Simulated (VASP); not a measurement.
Set up this calculation in VASP 6.6.1, as the native input.

- Task: single point
- Functional: PBE
- Potentials or basis: VASP PAW PBE potentials, release 64 (Te)
- Cutoff: 520 eV
- k mesh: 15 × 15 × 15
- Occupations: gaussian, width 0.15 eV
- Spin: no spin polarisation
- Dipole correction: no
- Further INCAR settings: ALGO = Normal; EDIFF = 1e-06; NBANDS = 9

The structure of Te lies in POSCAR:

```
Te
1.0
    2.1747899057      1.2556155375      1.8897474421
   -2.1747899057      1.2556155375      1.8897474421
    0.0000000000     -2.5112310750      1.8897474421
Te
1
Direct
    0.5000000000      0.5000000000      0.5000000000
```

This cell differs from its parent crystal: volume 30.962 Å^3 an atom, c/a of the conventional cell 1.3034.

One way to write it, as run:

INCAR

```
ALGO     = Normal         # electronic algorithm
EDIFF    = 1E-6           # SCF threshold, eV
ENCUT    = 520            # plane-wave cutoff, eV
GGA      = PE             # functional
ISIF     = 2              # what is computed and relaxed
ISMEAR   = 0              # smearing method
LASPH    = T              # aspherical terms in the spheres
LCHARG   = F              # write CHGCAR
LREAL    = F              # projectors in reciprocal space
LWAVE    = F              # write WAVECAR
NBANDS   = 9              # bands
NELM     = 80             # most SCF steps
PREC     = Accurate       # precision mode
SIGMA    = 0.15           # smearing width, eV
```

KPOINTS

```
k-points
0
Gamma
  15 15 15
```

Potentials or basis: VASP PAW PBE potentials, release 64 (Te).

The run is started by

```bash
$ cat potpaw_PBE.64/Te/POTCAR > POTCAR
$ mpirun -np 1 vasp_std > vasp.out
```

It gave:

The pressure is 3.0 GPa. The band gap on the k mesh is zero (band 3 reaches 9.77 eV, above the bottom of band 4 at 4.24 eV).

Caveat: spin-orbit coupling is left out, which moves the levels of the heavy elements.

Wall time 50 s on 1 thread of Intel Xeon 8259CL, with other jobs on the host, peak memory 0.21 GiB.
